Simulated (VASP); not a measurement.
Here is a VASP 6.6.1 calculation.

POSCAR

```
In3BiSb2
1.0
    4.5893802912      0.0000000000      0.0000000000
   -2.2946901456      3.9745199198      0.0000000000
    0.0000000000      0.0000000000     11.2398497890
Sb Bi In
2 1 3
Direct
    0.0000000000      0.0000000000      0.0027971533
    0.3333333333      0.6666666667      0.3312559223
    0.6666666667      0.3333333333      0.6656864263
    0.3333333333      0.6666666667      0.0833243461
    0.6666666667      0.3333333333      0.4115834924
    0.0000000000      0.0000000000      0.7553526596
```

INCAR.step1

```
SYSTEM = In3BiSb2
ALGO = Normal
EDIFF = 1E-4
ENCUT = 520
GGA = PE
ISMEAR = -1
LASPH = .TRUE.
LCHARG = .FALSE.
LREAL = .FALSE.
LWAVE = .TRUE.
NBANDS = 41
NELM = 60
PREC = Accurate
SIGMA = 0.02
```

The input INCAR.step2:

```
SYSTEM = In3BiSb2
ALGO = Normal
EDIFF = 1E-6
ENCUT = 520
ISIF = 2
ISMEAR = -1
ISTART = 1
LASPH = .TRUE.
LCHARG = .TRUE.
LELF = .TRUE.
LMIXTAU = .TRUE.
LREAL = .FALSE.
LVHAR = .TRUE.
LWAVE = .FALSE.
METAGGA = R2SCAN
NBANDS = 41
NELM = 60
PREC = Accurate
SIGMA = 0.02
```

KPOINTS

```
k-points
0
G
  6 6 2
  0 0 0
```

Potentials or basis: VASP PAW PBE potentials, release 64 (Sb, Bi_d, In_d).

The run is started by

```console
$ cat potpaw_PBE.64/Sb/POTCAR potpaw_PBE.64/Bi_d/POTCAR potpaw_PBE.64/In_d/POTCAR > POTCAR
$ cp INCAR.step1 INCAR
$ mpirun -np 1 vasp_std > vasp.out
$ cp INCAR.step2 INCAR
$ mpirun -np 1 vasp_std > vasp.out
```

(1) Estimate the largest force.

(2) What does it give for the pressure?

(3) Predict the band gap on the k mesh.

Answers

(1) 0.038 eV/Å.

(2) 2.9 GPa.

(3) zero (filled and empty bands touch).

Caveat: the PAW data sets were made with another functional, which shifts forces and pressure a little; spin-orbit coupling is left out, which moves the levels of the heavy elements.
